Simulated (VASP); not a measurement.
# TaN (P-6m2) in VASP: further runs

The runs below take TaN through electric field gradients, with LDA, PBE.

Everything below comes from runs of VASP 6.6.1. Logs are shortened: lines on timing, memory, paths and dates and some standing lists are left out, and cuts for length are marked.

**1. The cell of the first run**

It takes space group P-6m2 (No. 187, hexagonal). Conventional cell: a = 2.938 Å, b = 2.938 Å, c = 2.883 Å, α = 90.00°, β = 90.00°, γ = 120.00°. Ta (site symmetry -6m2) has 6 N at 2.23 Å and 2 Ta at 2.88 Å within 2.9 Å. N (site symmetry -6m2) has 6 Ta at 2.23 Å and 2 N at 2.88 Å within 2.9 Å.

**2. Electric field gradients, LDA**

INCAR

```
  PREC = Accurate
  ENCUT = 520
  EDIFF = 1E-8
  ISMEAR = -1
  SIGMA = 0.02
  LREAL = F
  LASPH = T
  NELM = 120
  ALGO = Normal
  ISIF = 2
  LWAVE = F
  LCHARG = F
  GGA = CA
  LEFG = T
  NBANDS = 16
  GGA_COMPAT = F
```

KPOINTS

```
regular mesh
0
Gamma
  12 12 10
```

POSCAR

```
TaN
1.0
    2.9379988584      0.0000000000      0.0000000000
   -1.4689994292      2.5443816477      0.0000000000
    0.0000000000      0.0000000000      2.8830000000
Ta N
1 1
Direct
    0.3333333333      0.6666666667      0.5000000000
    0.0000000000      0.0000000000      0.0000000000
```

Potentials or basis: VASP PAW LDA potentials, release 64 (Ta_sv_GW, N).

The run is started by

```
$ cat potpaw_LDA.64/Ta_sv_GW/POTCAR potpaw_LDA.64/N/POTCAR > POTCAR
$ mpirun -np 1 vasp_std > vasp.out
```

OUTCAR:

```text
PREC = Accurate
   ENCUT = 520
   EDIFF = 1E-8
   ISMEAR = -1
   LREAL = F
   LASPH = T
   NELM = 120
   ISIF = 2
   GGA = CA

 ion  position               nearest neighbor table
   1  0.333  0.667  0.500-   2 2.23   2 2.23   2 2.23   2 2.23   2 2.23   2 2.23
   2  0.000  0.000  0.000-   1 2.23   1 2.23   1 2.23   1 2.23   1 2.23   1 2.23

  LATTYP: Found a hexagonal cell.
 ALAT       =     2.9379988584
 C/A-ratio  =     0.9812801635

  Lattice vectors:

 A1 = (   2.9379988584,   0.0000000000,   0.0000000000)
 A2 = (  -1.4689994292,   2.5443816477,   0.0000000000)
 A3 = (   0.0000000000,   0.0000000000,   2.8830000000)

Analysis of symmetry for initial positions (statically):
=====================================================================
 Subroutine PRICEL returns:
 Original cell was already a primitive cell.

 Routine SETGRP: Setting up the symmetry group for a
 hexagonal supercell.

 Subroutine GETGRP returns: Found 12 space group operations
 (whereof 12 operations were pure point group operations)
 out of a pool of 24 trial point group operations.

The static configuration has the point symmetry D_3h.

Analysis of symmetry for dynamics (positions and initial velocities):
=====================================================================
 Subroutine PRICEL returns:
 Original cell was already a primitive cell.

 Routine SETGRP: Setting up the symmetry group for a
 hexagonal supercell.

 Subroutine GETGRP returns: Found 12 space group operations
 (whereof 12 operations were pure point group operations)
 out of a pool of 24 trial point group operations.

The dynamic configuration has the point symmetry D_3h.

 Subroutine INISYM returns: Found 12 space group operations
 (whereof 12 operations are pure point group operations),
 and found     1 'primitive' translations

----------------------------------------------------------------------------------------

                                     Primitive cell

  volume of cell :      21.5516

  direct lattice vectors                    reciprocal lattice vectors
     2.937998858  0.000000000  0.000000000     0.340367729  0.196511400  0.000000000
    -1.468999429  2.544381648  0.000000000     0.000000000  0.393022800  0.000000000
[... 125 lines left out ...]
 Free energy of the ion-electron system (eV)
  ---------------------------------------------------
  ext. energy  EPLUGINS =         0.00000000
  ---------------------------------------------------
  free energy    TOTEN  =       -27.20649310 eV

  energy without entropy =      -27.20639214  energy(sigma->0) =      -27.20644262

 E-fermi :  12.2204     XC(G=0): -13.9761

 val. band max:       12.0988945880   @ k =   0.0000   0.0000   0.4000
 cond. band min:      12.2607008544   @ k =   0.0833   0.0000   0.5000
 fundamental gap:      0.1618062665
 Fermi energy:        12.2203524119

 k-point     1 :       0.0000    0.0000    0.0000
  band No.  band energies     occupation
      1     -55.9672      2.00000
      2     -22.4913      2.00000
      3     -22.2307      2.00000
      4     -22.2307      2.00000
      5      -5.3856      2.00000
      6       7.5863      2.00000
[... 433 lines left out ...]
      3     -22.4677      2.00000
      4     -22.4004      2.00000
      5      -3.6219      2.00000
      6       4.6279      2.00000
[... 8 lines left out ...]
     15      25.2162      0.00000
     16      28.1632      0.00000

 [... further k-points ...]

------------------------ aborting loop because EDIFF is reached ----------------------------------------

  FORCE on cell =-STRESS in cart. coord.  units (eV):
  Direction    XX          YY          ZZ          XY          YZ          ZX
  --------------------------------------------------------------------------------------
  -------------------------------------------------------------------------------------
  Total       -1.3920360     -1.3920360     -1.5851186     -0.0000000      0.0000000      0.0000000
  in kB     -103.4862220   -103.4862220   -117.8402928     -0.0000000      0.0000000      0.0000000
  external PRESSURE =    -108.2709123 kB  Pullay stress =       0.0000000 kB

 VOLUME and BASIS-vectors are now :
 -----------------------------------------------------------------------------
  energy-cutoff  :      520.00
  volume of cell :       21.55
      direct lattice vectors                 reciprocal lattice vectors
     2.937998858  0.000000000  0.000000000     0.340367729  0.196511400  0.000000000
    -1.468999429  2.544381648  0.000000000     0.000000000  0.393022800  0.000000000
     0.000000000  0.000000000  2.883000000     0.000000000  0.000000000  0.346860909

 POSITION                                       TOTAL-FORCE (eV/Angst)
 -----------------------------------------------------------------------------------
     -0.00000      1.69625      1.44150         0.000000     -0.000000      0.000000
      0.00000      0.00000      0.00000        -0.000000      0.000000      0.000000
 -----------------------------------------------------------------------------------
    total drift:                                0.000000     -0.000000     -0.000000

  FREE ENERGIE OF THE ION-ELECTRON SYSTEM (eV)
  ---------------------------------------------------
  free  energy   TOTEN  =       -27.2064931018 eV

  energy  without entropy=      -27.2063921408  energy(sigma->0) =      -27.20644262

 Electric field gradients (V/A^2)
---------------------------------------------------------------------
 ion       V_xx      V_yy      V_zz      V_xy      V_xz      V_yz
---------------------------------------------------------------------
   1     -17.246   -17.246    34.491     0.000     0.000     0.000
   2       0.027     0.026    -0.053    -0.001    -0.000     0.000
---------------------------------------------------------------------

 Electric field gradients after diagonalization (V/A^2)
 (convention: |V_zz| > |V_xx| > |V_yy|)
----------------------------------------------------------------------
 ion       V_xx      V_yy      V_zz     asymmetry (V_yy - V_xx)/ V_zz
----------------------------------------------------------------------
   1     -17.246   -17.246    34.491       0.000
   2       0.027     0.026    -0.053       0.026
----------------------------------------------------------------------

           NMR quadrupolar parameters

 Cq : quadrupolar parameter    Cq=e*Q*V_zz/h
 eta: asymmetry parameters     (V_yy - V_xx)/ V_zz
 Q  : nuclear electric quadrupole moment in mb (millibarn)
----------------------------------------------------------------------
 ion       Cq(MHz)       eta       Q (mb)
----------------------------------------------------------------------
   1       0.083       0.000       1.000
   2      -0.000       0.026       1.000
----------------------------------------------------------------------
```

It took 13 s on 1 thread of Intel Xeon 6975P-C (Granite Rapids), shared host; peak memory 0.16 GiB.

What came out:

```yaml
Free_energy: -27.2065 eV
Pressure: -10.8 GPa
Band_gap_on_the_k_mesh: zero (band 9 reaches 12.51 eV, above the bottom of band 10 at 12.02 eV)
```

Stress tensor (GPa, compression positive):
```
-10.35   0.00   0.00
  0.00 -10.35   0.00
  0.00   0.00 -11.78
```

Levels at points of the mesh, in eV from the Fermi level:
| k point | band 6 | band 7 | band 8 | band 9 | band 10 | band 11 | band 12 | band 13 |
| --- | --- | --- | --- | --- | --- | --- | --- | --- |
| (0.00, 0.00, 0.00) | -4.63 | -4.63 | -4.28 | -2.97 | 2.26 | 3.48 | 3.48 | 3.85 |
| (0.50, 0.00, 0.00) | -8.32 | -5.27 | -3.56 | -3.22 | 2.86 | 3.93 | 5.08 | 5.18 |
| (0.00, 0.00, 0.50) | -9.38 | -3.82 | -3.82 | -0.20 | -0.20 | 2.33 | 3.18 | 3.18 |
| (0.50, 0.00, 0.50) | -7.38 | -6.21 | -5.77 | -0.36 | 4.10 | 5.24 | 5.96 | 6.95 |

Electric field gradients, principal values (V/Å²):
| atom | least | middle | greatest (by size) |
| --- | --- | --- | --- |
| 1 Ta | -17.246 | -17.246 | 34.491 |
| 2 N | 0.026 | 0.027 | -0.053 |

Caveat: without QUAD_EFG the Cq values of the log hold for a quadrupole moment of 1 mb, not for the nuclei; spin-orbit coupling is left out, which moves the levels of the heavy elements.

**3. Electric field gradients, PBE (volume scaled by 0.9405)**

INCAR

```
  ALGO = Normal
  EDIFF = 1E-8
  ENCUT = 520
  GGA = PE
  ISIF = 2
  ISMEAR = -1
  LASPH = T
  LCHARG = F
  LEFG = T
  LREAL = F
  LWAVE = F
  NBANDS = 15
  NELM = 80
  PREC = Accurate
  SIGMA = 0.02
```

KPOINTS

```
k-points
0
Gamma
  12 12 10
```

POSCAR

```
TaN
1.0
    2.8785330664      0.0000000000      0.0000000000
   -1.4392665332      2.4928827612      0.0000000000
    0.0000000000      0.0000000000      2.8246473979
Ta N
1 1
Direct
    0.3333333333      0.6666666667      0.5000000000
    0.0000000000      0.0000000000      0.0000000000
```

Potentials or basis: VASP PAW PBE potentials, release 64 (Ta_pv, N).

The run is started by

```
$ cat potpaw_PBE.64/Ta_pv/POTCAR potpaw_PBE.64/N/POTCAR > POTCAR
$ mpirun -np 1 vasp_std > vasp.out
```

OUTCAR:

```text
EDIFF = 1E-8
   ENCUT = 520
   GGA = PE
   ISIF = 2
   ISMEAR = -1
   LASPH = T
   LREAL = F
   NELM = 80
   PREC = Accurate

 ion  position               nearest neighbor table
   1  0.333  0.667  0.500-   2 2.18   2 2.18   2 2.18   2 2.18   2 2.18   2 2.18
   2  0.000  0.000  0.000-   1 2.18   1 2.18   1 2.18   1 2.18   1 2.18   1 2.18

  LATTYP: Found a hexagonal cell.
 ALAT       =     2.8785330664
 C/A-ratio  =     0.9812801635

  Lattice vectors:

 A1 = (   2.8785330664,   0.0000000000,   0.0000000000)
 A2 = (  -1.4392665332,   2.4928827612,   0.0000000000)
 A3 = (   0.0000000000,   0.0000000000,   2.8246473979)

Analysis of symmetry for initial positions (statically):
=====================================================================
 Subroutine PRICEL returns:
 Original cell was already a primitive cell.

 Routine SETGRP: Setting up the symmetry group for a
 hexagonal supercell.

 Subroutine GETGRP returns: Found 12 space group operations
 (whereof 12 operations were pure point group operations)
 out of a pool of 24 trial point group operations.

The static configuration has the point symmetry D_3h.

Analysis of symmetry for dynamics (positions and initial velocities):
=====================================================================
 Subroutine PRICEL returns:
 Original cell was already a primitive cell.

 Routine SETGRP: Setting up the symmetry group for a
 hexagonal supercell.

 Subroutine GETGRP returns: Found 12 space group operations
 (whereof 12 operations were pure point group operations)
 out of a pool of 24 trial point group operations.

The dynamic configuration has the point symmetry D_3h.

 Subroutine INISYM returns: Found 12 space group operations
 (whereof 12 operations are pure point group operations),
 and found     1 'primitive' translations

----------------------------------------------------------------------------------------

                                     Primitive cell

  volume of cell :      20.2692

  direct lattice vectors                    reciprocal lattice vectors
     2.878533066  0.000000000  0.000000000     0.347399171  0.200571005  0.000000000
    -1.439266533  2.492882761  0.000000000     0.000000000  0.401142009  0.000000000
     0.000000000  0.000000000  2.824647398     0.000000000  0.000000000  0.354026489

  length of vectors
     2.878533066  2.878533066  2.824647398     0.401142009  0.401142009  0.354026489

  position of ions in fractional coordinates (direct lattice)
     0.333333333  0.666666667  0.500000000
     0.000000000  0.000000000  0.000000000

  ion indices of the primitive-cell ions
   primitive index   ion index
                 1           1
                 2           2

----------------------------------------------------------------------------------------

 KPOINTS: k-points

Automatic generation of k-mesh.
 Grid dimensions read from file:
 generate k-points for:   12   12   10
[... 81 lines left out ...]
   IALGO  =     38    algorithm
   IMIX   =      4    mixing-type and parameters
     AMIX     =   0.40;   BMIX     =  1.00
     AMIX_MAG =   1.60;   BMIX_MAG =  1.00
  volume/ion in A,a.u.               =      10.13        68.39
  Fermi-wavevector in a.u.,A,eV,Ry     =   1.512989  2.859134 31.145575  2.289135
  Thomas-Fermi vector in A             =   2.622840
   LORBIT       =      0    0 simple, 1 ext, 2 COOP (PROOUT), +10 PAW based schemes
   GGA     = PE    functional components
   LHFCALC =     F    Hartree Fock is set to
   AEXX    =    0.0000 exact exchange contribution
   IVDW    =     0    specifies the selected vdW correction
   LEPSILON=     F    determine dielectric tensor
   LRPA    =     F    only Hartree local field effects (RPA)
 non-spin polarized calculation
  energy-cutoff  :      520.00
  volume of cell :       20.27
 maximum number of plane-waves:       574
 NGX is ok and might be reduce to    24
   NGX = 11   NGY = 11   NGZ = 11

 number of electron      15.9999999 magnetization

 Free energy of the ion-electron system (eV)
  ---------------------------------------------------
  ext. energy  EPLUGINS =         0.00000000
  ---------------------------------------------------
  free energy    TOTEN  =       -22.30026545 eV

  energy without entropy =      -22.30017791  energy(sigma->0) =      -22.30022168

 E-fermi :   9.0193     XC(G=0): -13.6864

 val. band max:        8.8999873972   @ k =   0.0000   0.0000   0.4000
 cond. band min:       9.0394979594   @ k =   0.3333   0.3333   0.0000
 fundamental gap:      0.1395105622
 Fermi energy:         9.0193460834

 k-point     1 :       0.0000    0.0000    0.0000
  band No.  band energies     occupation
      1     -25.7587      2.00000
      2     -25.4606      2.00000
      3     -25.4606      2.00000
      4      -9.3452      2.00000
      5       4.0659      2.00000
      6       4.0659      2.00000
      7       4.4082      2.00000
      8       5.9114      2.00000
      9      11.5873      0.00000
     10      12.7880      0.00000
     11      12.7880      0.00000
     12      13.2787      0.00000
     13      13.2787      0.00000
     14      22.3903      0.00000
[... 401 lines left out ...]
      2     -25.7277      2.00000
      3     -25.6655      2.00000
      4      -7.4212      2.00000
      5       0.9993      2.00000
      6       3.6213      2.00000
      7       5.0785      2.00000
      8       6.0344      2.00000
      9      11.7813      0.00000
     10      12.1417      0.00000
     11      13.8905      0.00000
     12      14.3546      0.00000
     13      16.6549      0.00000
     14      22.4690      0.00000
     15      22.7606      0.00000

 [... further k-points ...]

------------------------ aborting loop because EDIFF is reached ----------------------------------------

  FORCE on cell =-STRESS in cart. coord.  units (eV):
  Direction    XX          YY          ZZ          XY          YZ          ZX
  --------------------------------------------------------------------------------------
  -------------------------------------------------------------------------------------
  Total        3.7124088      3.7124088      4.2446024      0.0000000     -0.0000000      0.0000000
  in kB      293.4465830    293.4465830    335.5137175      0.0000000     -0.0000000      0.0000000
  external PRESSURE =     307.4689612 kB  Pullay stress =       0.0000000 kB

 VOLUME and BASIS-vectors are now :
 -----------------------------------------------------------------------------
  energy-cutoff  :      520.00
  volume of cell :       20.27
      direct lattice vectors                 reciprocal lattice vectors
     2.878533066  0.000000000  0.000000000     0.347399171  0.200571005  0.000000000
    -1.439266533  2.492882761  0.000000000     0.000000000  0.401142009  0.000000000
     0.000000000  0.000000000  2.824647398     0.000000000  0.000000000  0.354026489

 POSITION                                       TOTAL-FORCE (eV/Angst)
 -----------------------------------------------------------------------------------
     -0.00000      1.66192      1.41232        -0.000000      0.000000      0.000000
      0.00000      0.00000      0.00000         0.000000      0.000000      0.000000
 -----------------------------------------------------------------------------------
    total drift:                                0.000000     -0.000000     -0.000000

  FREE ENERGIE OF THE ION-ELECTRON SYSTEM (eV)
  ---------------------------------------------------
  free  energy   TOTEN  =       -22.3002654452 eV

  energy  without entropy=      -22.3001779138  energy(sigma->0) =      -22.30022168

 Electric field gradients (V/A^2)
---------------------------------------------------------------------
 ion       V_xx      V_yy      V_zz      V_xy      V_xz      V_yz
---------------------------------------------------------------------
   1      -5.530    -5.529    11.059     0.000     0.000    -0.000
   2       0.167     0.168    -0.335     0.000     0.000     0.000
---------------------------------------------------------------------

 Electric field gradients after diagonalization (V/A^2)
 (convention: |V_zz| > |V_xx| > |V_yy|)
----------------------------------------------------------------------
 ion       V_xx      V_yy      V_zz     asymmetry (V_yy - V_xx)/ V_zz
----------------------------------------------------------------------
   1      -5.530    -5.529    11.059       0.000
   2       0.168     0.167    -0.335       0.003
----------------------------------------------------------------------

           NMR quadrupolar parameters

 Cq : quadrupolar parameter    Cq=e*Q*V_zz/h
 eta: asymmetry parameters     (V_yy - V_xx)/ V_zz
 Q  : nuclear electric quadrupole moment in mb (millibarn)
----------------------------------------------------------------------
 ion       Cq(MHz)       eta       Q (mb)
----------------------------------------------------------------------
   1       0.027       0.000       1.000
   2      -0.001       0.003       1.000
----------------------------------------------------------------------
```

stdout:

```text
POSCAR found type information on POSCAR TaN
 POSCAR found :  2 types and       2 ions
 scaLAPACK will be used
 LDA part: xc-table for (Slater+PW92), standard interpolation
 POSCAR, INCAR and KPOINTS ok, starting setup
 FFT: planning ... GRIDC
 FFT: planning ... GRID_SOFT
 FFT: planning ... GRID
 WAVECAR not read
 entering main loop
ion   1

ion   2
```

It took 41 s on 1 thread of Intel Xeon 8259CL, shared host; peak memory 0.16 GiB.

What came out:

| Quantity | Value |
| --- | --- |
| Free energy | -22.3003 eV |
| Pressure | 30.7 GPa |
| Band gap on the k mesh | zero (band 8 reaches 9.35 eV, above the bottom of band 9 at 8.81 eV) |

Levels at points of the mesh, in eV from the Fermi level:
```tsv
k point	band 4	band 5	band 6	band 7	band 8	band 9	band 10	band 11	band 12	band 13
(0.00, 0.00, 0.00)	-18.36	-4.95	-4.95	-4.61	-3.11	2.57	3.77	3.77	4.26	4.26
(0.50, 0.00, 0.00)	-15.84	-8.74	-5.61	-3.85	-3.41	3.16	4.28	5.48	5.66	7.94
(0.00, 0.00, 0.50)	-15.36	-9.84	-4.09	-4.09	-0.21	-0.21	2.48	3.41	3.41	8.64
(0.50, 0.00, 0.50)	-16.30	-7.79	-6.54	-6.15	-0.34	4.50	5.74	6.50	7.57	10.97
```

Electric field gradients, principal values (V/Å²):
```
atom   least  middle  greatest (by size)
1 Ta  -5.529  -5.530              11.059
 2 N   0.167   0.168              -0.335
```

Caveat: without QUAD_EFG the Cq values of the log hold for a quadrupole moment of 1 mb, not for the nuclei; spin-orbit coupling is left out, which moves the levels of the heavy elements.
